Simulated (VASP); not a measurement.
# BaTiO3 (Pm) in VASP: single point with PBE+U

Aim: the single point of BaTiO3 with PBE+U.

Program: VASP 6.6.1. These are calculated values, not measurements. Logs are shortened: lines on timing, memory, paths and dates and some standing lists are left out, and cuts for length are marked.

### 1 The cell of the first run

The structure is monoclinic, space group Pm (No. 6). Conventional cell: a = 4.072 Å, b = 4.008 Å, c = 4.072 Å, α = 90.00°, β = 90.25°, γ = 90.00°. Ba (site symmetry m) has 12 O at 2.43 to 3.32 Å and 8 Ti at 3.46 to 3.57 Å within 3.6 Å. Ti (site symmetry m) has 6 O at 1.89 to 2.19 Å within 2.5 Å. O (site symmetry m) has 2 Ti at 2.06 Å and 1 Ba at 2.43 Å and 4 O at 2.64 to 2.68 Å within 2.7 Å. O (site symmetry m) has 2 Ti at 1.89 to 2.19 Å within 2.5 Å. O (site symmetry m) has 2 Ti at 1.89 to 2.19 Å within 2.5 Å.

### 2 Single point, PBE+U (atom 3 (O) moved by (-0.450, +0.000) A along y and z)

File INCAR:

```
SYSTEM = BaTiO3
PREC = Accurate
ENCUT = 520
EDIFF = 1E-7
ISMEAR = 0
SIGMA = 0.05
LREAL = .FALSE.
LASPH = .TRUE.
NELM = 150
ALGO = Normal
ISIF = 2
LWAVE = .FALSE.
LCHARG = .FALSE.
LMAXMIX = 4
LDAU = .TRUE.
LDAUTYPE = 2
LDAUL = -1 2 -1
LDAUU = 0 4 0
LDAUJ = 0 0 0
LDAUPRINT = 1
GGA = PE
NBANDS = 28
```

File KPOINTS:

```
regular mesh
0
G
  6 6 6
  0 0 0
```

File POSCAR:

```
BaTiO3
1.0
    4.0082194129      0.0000000000      0.0000000000
    0.0000000000      2.8732814832      2.8859184405
    0.0000000000     -2.8732814832      2.8859184405
Ba Ti O
1 1 3
Direct
    0.0000000000      0.0080771898      0.0080771898
    0.5000000000      0.5197092923      0.5197092923
    0.0000000000      0.4133191487      0.5699345039
    0.5000000000      0.4938075436      0.9829991481
    0.5000000000      0.9829991481      0.4938075436
```

Potentials or basis: VASP PAW PBE potentials, release 64 (Ba_sv, Ti_sv, O).

Run with:

```
> cat potpaw_PBE.64/Ba_sv/POTCAR potpaw_PBE.64/Ti_sv/POTCAR potpaw_PBE.64/O/POTCAR > POTCAR
> mpirun -np 1 vasp_std > vasp.out
```

OUTCAR:

```text
SYSTEM = BaTiO3
   PREC = Accurate
   ENCUT = 520
   EDIFF = 1E-7
   ISMEAR = 0
   LREAL = .FALSE.
   LASPH = .TRUE.
   NELM = 150
   ISIF = 2
   GGA = PE

 ion  position               nearest neighbor table
   1  0.000  0.008  0.008-   3 2.43   4 2.82   5 2.82   4 2.82   5 2.82   3 2.83   5 2.90   4 2.90
                             5 2.90   4 2.90   3 3.01   3 3.32   2 3.46   2 3.46   2 3.50   2 3.50
   2  0.500  0.520  0.520-   4 1.89   5 1.89   3 2.06   3 2.06   5 2.19   4 2.19   1 3.46   1 3.46
                             1 3.50   1 3.50   1 3.50   1 3.50   1 3.57   1 3.57
   3  0.000  0.413  0.570-   2 2.06   2 2.06   1 2.43   1 2.83   1 3.01   1 3.32
   4  0.500  0.494  0.983-   2 1.89   2 2.19   1 2.82   1 2.82   1 2.90   1 2.90
   5  0.500  0.983  0.494-   2 1.89   2 2.19   1 2.82   1 2.82   1 2.90   1 2.90

  LATTYP: Found a base centered orthorhombic cell.
 ALAT       =     5.7465629664
 B/A-ratio  =     1.0043980923
 C/A-ratio  =     0.6974985633

  Lattice vectors:

 A1 = (   0.0000000000,   2.8732814832,  -2.8859184405)
 A2 = (   0.0000000000,   2.8732814832,   2.8859184405)
 A3 = (   4.0082194129,   0.0000000000,   0.0000000000)

Analysis of symmetry for initial positions (statically):
=====================================================================
 Subroutine PRICEL returns:
 Original cell was already a primitive cell.

 Routine SETGRP: Setting up the symmetry group for a
 base centered orthorhombic supercell.

 Subroutine GETGRP returns: Found  2 space group operations
 (whereof  2 operations were pure point group operations)
 out of a pool of  8 trial point group operations.

The static configuration has the point symmetry C_1h.

Analysis of symmetry for dynamics (positions and initial velocities):
=====================================================================
 Subroutine PRICEL returns:
 Original cell was already a primitive cell.

 Routine SETGRP: Setting up the symmetry group for a
 base centered orthorhombic supercell.

 Subroutine GETGRP returns: Found  2 space group operations
 (whereof  2 operations were pure point group operations)
 out of a pool of  8 trial point group operations.

The dynamic configuration has the point symmetry C_1h.

 Subroutine INISYM returns: Found  2 space group operations
 (whereof  2 operations are pure point group operations),
 and found     1 'primitive' translations

----------------------------------------------------------------------------------------

                                     Primitive cell

  volume of cell :      66.4728

  direct lattice vectors                    reciprocal lattice vectors
     4.008219413  0.000000000  0.000000000     0.249487340  0.000000000  0.000000000
     0.000000000  2.873281483  2.885918440     0.000000000  0.174017061  0.173255070
     0.000000000 -2.873281483  2.885918440     0.000000000 -0.174017061  0.173255070

  length of vectors
     4.008219413  4.072379124  4.072379124     0.249487340  0.245559070  0.245559070

  position of ions in fractional coordinates (direct lattice)
     0.000000000  0.008077190  0.008077190
     0.500000000  0.519709292  0.519709292
     0.000000000  0.413319149  0.569934504
     0.500000000  0.493807544  0.982999148
     0.500000000  0.982999148  0.493807544

  ion indices of the primitive-cell ions
   primitive index   ion index
                 1           1
                 2           2
                 3           3
                 4           4
                 5           5

----------------------------------------------------------------------------------------

 KPOINTS: regular mesh

Automatic generation of k-mesh.
 Grid dimensions read from file:
 generate k-points for:    6    6    6

 Generating k-lattice:

  Cartesian coordinates                     Fractional coordinates (reciprocal lattice)
     0.041581223  0.000000000  0.000000000     0.166666667  0.000000000  0.000000000
[... 51 lines left out ...]
   ISTART =      0    job   : 0-new  1-cont  2-samecut
   ICHARG =      2    charge: 1-file 2-atom 10-const
   ISPIN  =      1    spin polarized calculation?
   LNONCOLLINEAR =      F non collinear calculations
   LSORBIT =      F    spin-orbit coupling
   LASPH  =      T    aspherical Exc in radial PAW
   ENCUT  =  520.0 eV  38.22 Ry    6.18 a.u.   7.45  7.57  7.57*2*pi/ulx,y,z
   NELM   =    150;   NELMIN=  2; NELMDL= -5     # of ELM steps
   EDIFF  = 0.1E-06   stopping-criterion for ELM
   LREAL  =      F    real-space projection
   EDIFFG = 0.1E-05   stopping-criterion for IOM
   NSW    =      0    number of steps for IOM
   IBRION =     -1    ionic relax: 0-MD 1-quasi-New 2-CG
   NFREE  =      0    steps in history (QN), initial steepest desc. (CG)
   ISIF   =      2    stress and relaxation
   ISYM   =      2    0-nonsym 1-usesym 2-fastsym
   POTIM  = 0.5000    time-step for ionic-motion
   TEBEG  =    0.0;   TEEND  =   0.0 temperature during run
   PSTRESS=    0.0 pullay stress
   NELECT =      40.0000    total number of electrons
   NUPDOWN=      -1.0000    fix difference up-down
   EMIN   =  10.00;   EMAX   =-10.00  energy-range for DOS
   EFERMI =   0.00;   METHOD = LEGACY
   ISMEAR =     0;   SIGMA  =   0.05  broadening in eV -4-tet -1-fermi 0-gaus
   EFERMI_NEDOS =   21; number of points for ismear=-14 and -15
   IALGO  =     38    algorithm
   IMIX   =      4    mixing-type and parameters
     AMIX     =   0.40;   BMIX     =  1.00
     AMIX_MAG =   1.60;   BMIX_MAG =  1.00
  volume/ion in A,a.u.               =      13.29        89.72
  Fermi-wavevector in a.u.,A,eV,Ry     =   1.382124  2.611835 25.990747  1.910266
  Thomas-Fermi vector in A             =   2.506844
   LORBIT       =      0    0 simple, 1 ext, 2 COOP (PROOUT), +10 PAW based schemes
 LDA+U is selected, type is set to LDAUTYPE =  2
   angular momentum for each species LDAUL =    -1    2   -1
   U (eV)           for each species LDAUU =   0.0  4.0  0.0
   J (eV)           for each species LDAUJ =   0.0  0.0  0.0
   GGA     = PE    functional components
   LHFCALC =     F    Hartree Fock is set to
   AEXX    =    0.0000 exact exchange contribution
   IVDW    =     0    specifies the selected vdW correction
   LEPSILON=     F    determine dielectric tensor
   LRPA    =     F    only Hartree local field effects (RPA)
 non-spin polarized calculation
 Gauss-broadening in eV      SIGMA  =   0.05
  energy-cutoff  :      520.00
  volume of cell :       66.47
 maximum number of plane-waves:      1811
 NGX is ok and might be reduce to    30
   NGX = 15   NGY = 15   NGZ = 15

atom =   2  type =  2  l = 2

 onsite density matrix

spin component  1

  0.1113  0.0000  0.0000  0.0107  0.0000
  0.0000  0.2444 -0.0031  0.0000  0.0018
  0.0000 -0.0031  0.1365  0.0000 -0.0429
  0.0107  0.0000  0.0000  0.1039  0.0000
  0.0000  0.0018 -0.0429  0.0000  0.2051

spin component  2

  0.1113  0.0000  0.0000  0.0107  0.0000
  0.0000  0.2444 -0.0031  0.0000  0.0018
  0.0000 -0.0031  0.1365  0.0000 -0.0429
  0.0107  0.0000  0.0000  0.1039  0.0000
  0.0000  0.0018 -0.0429  0.0000  0.2051

 occupancies and eigenvectors

  o =  0.0962  v =  0.5809  0.0000 -0.0000 -0.8139 -0.0000  0.0000  0.0000  0.0000  0.0000  0.0000      0.0000  0.0000  0.0000  0.0000  0.0000  0.0000  0.0000  0.0000  0.0000  0.0000
  o =  0.0962  v =  0.0000  0.0000  0.0000  0.0000  0.0000  0.5809  0.0000 -0.0000 -0.8139 -0.0000      0.0000  0.0000  0.0000  0.0000  0.0000  0.0000  0.0000  0.0000  0.0000  0.0000
  o =  0.1159  v =  0.0000 -0.0154 -0.9014  0.0000 -0.4328  0.0000  0.0000  0.0000  0.0000  0.0000      0.0000  0.0000  0.0000  0.0000  0.0000  0.0000  0.0000  0.0000  0.0000  0.0000
  o =  0.1159  v =  0.0000  0.0000  0.0000  0.0000  0.0000  0.0000 -0.0154 -0.9014  0.0000 -0.4328      0.0000  0.0000  0.0000  0.0000  0.0000  0.0000  0.0000  0.0000  0.0000  0.0000
  o =  0.1190  v =  0.0000  0.0000  0.0000  0.0000  0.0000  0.8139 -0.0000  0.0000  0.5809  0.0000      0.0000  0.0000  0.0000  0.0000  0.0000  0.0000  0.0000  0.0000  0.0000  0.0000
  o =  0.1190  v =  0.8139 -0.0000  0.0000  0.5809  0.0000  0.0000  0.0000  0.0000  0.0000  0.0000      0.0000  0.0000  0.0000  0.0000  0.0000  0.0000  0.0000  0.0000  0.0000  0.0000
  o =  0.2253  v =  0.0000  0.0000  0.0000  0.0000  0.0000  0.0000 -0.1525 -0.4257 -0.0000  0.8919      0.0000  0.0000  0.0000  0.0000  0.0000  0.0000  0.0000  0.0000  0.0000  0.0000
  o =  0.2253  v =  0.0000 -0.1525 -0.4257 -0.0000  0.8919  0.0000  0.0000  0.0000  0.0000  0.0000      0.0000  0.0000  0.0000  0.0000  0.0000  0.0000  0.0000  0.0000  0.0000  0.0000
  o =  0.2449  v =  0.0000  0.9882 -0.0797  0.0000  0.1309  0.0000  0.0000  0.0000  0.0000  0.0000      0.0000  0.0000  0.0000  0.0000  0.0000  0.0000  0.0000  0.0000  0.0000  0.0000
  o =  0.2449  v =  0.0000  0.0000  0.0000  0.0000  0.0000  0.0000  0.9882 -0.0797  0.0000  0.1309      0.0000  0.0000  0.0000  0.0000  0.0000  0.0000  0.0000  0.0000  0.0000  0.0000

 number of electron      39.9999987 magnetization

 Free energy of the ion-electron system (eV)
  ---------------------------------------------------
  ext. energy  EPLUGINS =         0.00000000
  ---------------------------------------------------
  free energy    TOTEN  =       -36.70605243 eV

  energy without entropy =      -36.70605243  energy(sigma->0) =      -36.70605243

 E-fermi :   4.0832     XC(G=0): -11.0572

 val. band max:        3.8350751667   @ k =   0.5000   0.5000   0.5000
 cond. band min:       6.0513649348   @ k =   0.0000   0.0000   0.0000
 fundamental gap:      2.2162897681
 Fermi energy:         4.0832003091

 k-point     1 :       0.0000    0.0000    0.0000
  band No.  band energies     occupation
      1     -54.0448      2.00000
      2     -30.2449      2.00000
      3     -30.2067      2.00000
      4     -30.1895      2.00000
      5     -21.1243      2.00000
      6     -13.2008      2.00000
[... 733 lines left out ...]
     27      11.4720      0.00000
     28      12.1328      0.00000

 [... further k-points ...]
[... 5 lines left out ...]
  --------------------------------------------------------------------------------------
  -------------------------------------------------------------------------------------
  Total        1.2820666      3.0863496      1.6257332      0.0000000     -0.3738360      0.0000000
  in kB       30.9013497     74.3895603     39.1846646      0.0000000     -9.0104819      0.0000000
  external PRESSURE =      48.1585249 kB  Pullay stress =       0.0000000 kB

 VOLUME and BASIS-vectors are now :
 -----------------------------------------------------------------------------
  energy-cutoff  :      520.00
  volume of cell :       66.47
      direct lattice vectors                 reciprocal lattice vectors
     4.008219413  0.000000000  0.000000000     0.249487340  0.000000000  0.000000000
     0.000000000  2.873281483  2.885918440     0.000000000  0.174017061  0.173255070
     0.000000000 -2.873281483  2.885918440     0.000000000 -0.174017061  0.173255070

 POSITION                                       TOTAL-FORCE (eV/Angst)
 -----------------------------------------------------------------------------------
      0.00000      0.00000      0.04662         0.000000     -0.890645     -0.004356
      2.00411      0.00000      2.99968         0.000000     -0.750596     -0.615633
      0.00000     -0.45000      2.83759         0.000000      3.020794     -0.037243
      2.00411     -1.40559      4.26194         0.000000     -0.968708      1.275230
      2.00411      1.40559      4.26194         0.000000     -0.410845     -0.617998
 -----------------------------------------------------------------------------------
    total drift:                                0.000000     -0.000101     -0.000417

  FREE ENERGIE OF THE ION-ELECTRON SYSTEM (eV)
  ---------------------------------------------------
  free  energy   TOTEN  =       -36.7060524312 eV

  energy  without entropy=      -36.7060524312  energy(sigma->0) =      -36.70605243
```

Run time: 2.5 min. Hardware: 1 thread of Intel Xeon Platinum 8488C (Sapphire Rapids), shared host; peak memory 0.28 GiB.

What came out:

| Quantity | Value |
| --- | --- |
| Free energy | -36.7061 eV |
| Pressure | 4.8 GPa |
| Largest force | 3.021 eV/Å |
| Band gap on the k mesh | 2.22 eV (least direct gap 2.74 eV) |

Forces in eV/Å, atoms in the order of the input:
```
Ba   0.000 -0.891 -0.004
Ti   0.000 -0.751 -0.616
O    0.000  3.021 -0.037
O    0.000 -0.969  1.275
O    0.000 -0.411 -0.618
```

Stress tensor (GPa, compression positive):
```
 3.09  0.00  0.00
 0.00  7.44 -0.90
 0.00 -0.90  3.92
```

Levels at points of the mesh, in eV from the valence-band top:
| k point | band 16 | band 17 | band 18 | band 19 | band 20 | band 21 | band 22 | band 23 | band 24 | band 25 |
| --- | --- | --- | --- | --- | --- | --- | --- | --- | --- | --- |
| (0.00, 0.00, 0.00) | -1.45 | -1.43 | -0.84 | -0.68 | -0.52 | 2.22 | 2.55 | 3.23 | 3.83 | 3.98 |
| (0.50, 0.00, 0.00) | -2.22 | -1.44 | -1.30 | -1.21 | -1.04 | 2.60 | 3.01 | 3.44 | 3.83 | 4.83 |
| (0.00, 0.50, 0.00) | -2.05 | -2.05 | -1.81 | -0.89 | -0.56 | 2.40 | 3.72 | 3.85 | 4.03 | 5.54 |
| (0.00, 0.00, 0.50) | -1.95 | -1.90 | -1.79 | -1.17 | -1.11 | 3.13 | 3.73 | 3.83 | 4.13 | 5.50 |
| (0.50, 0.50, 0.00) | -2.46 | -2.05 | -1.09 | -1.07 | -0.14 | 3.47 | 3.76 | 3.81 | 4.32 | 6.19 |
| (0.50, 0.00, 0.50) | -2.23 | -1.91 | -1.23 | -1.12 | -0.14 | 3.37 | 3.77 | 4.01 | 4.10 | 6.66 |
| (0.00, 0.50, 0.50) | -2.66 | -1.22 | -1.10 | -0.89 | -0.38 | 3.72 | 4.07 | 4.10 | 4.58 | 6.92 |
| (0.50, 0.50, 0.50) | -2.46 | -2.07 | -0.41 | -0.31 | 0.00 | 3.84 | 4.12 | 4.29 | 5.41 | 6.36 |

Eigenvalues of the final occupation matrices:
```
    site  spin  trace               eigenvalues
site 2 d     1   0.80  0.10 0.12 0.12 0.23 0.24
site 2 d     2   0.80  0.10 0.12 0.12 0.23 0.24
```

Caveat: the cell differs from its parent crystal (atom 3 (O) moved by (-0.450, +0.000) A along y and z); the cell stands under pressure; spin-orbit coupling is left out, which moves the levels of the heavy elements; forces of over 1 eV/Å act on the atoms, so gaps and moduli don't describe the material at rest. A k mesh can miss the band edges.
